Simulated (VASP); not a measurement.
Runs of VASP 6.6.1 on TiTeAs3. The structure is that of space group Pmmm (No. 47), or close to it. The cells are those of the table. 

```csv
task,cell,k mesh,cutoff (eV),gap on the mesh (eV),pressure (GPa),largest force (eV/Å)
relaxation of cell and atoms,"relaxed from a = 3.174, b = 4.772, c = 7.600 Å, 5 atoms",6 × 4 × 2,600,none,0.1,0.02
single point,"a = 3.045, b = 4.112, c = 9.182 Å, 5 atoms",12 × 10 × 4,520,none,0.0,-
single point,"a = 2.946, b = 4.329, c = 8.935 Å, 5 atoms",6 × 4 × 2,520,none,0.1,-
single point,"a = 3.174, b = 4.772, c = 7.600 Å, 5 atoms",6 × 4 × 2,520,none,4.5,(a)
```

Alike in all rows: level PBE; potentials or basis VASP PAW PBE potentials, release 64 (Ti_sv, Te, As); no spin polarisation; smearing gaussian 0.1 eV.

Question: Estimate the missing entries.

Answer: (a) 4.22.

Caveats: some runs use coarse meshes; spin-orbit coupling is left out, which moves the levels of the heavy elements; forces of over 1 eV/Å act on the atoms, so gaps and moduli don't describe the material at rest (some runs).

A k mesh can miss the band edges, and the runs leave out spin-orbit coupling on As, Te.

A gap of «none» marks levels without a gap at the run's occupations.
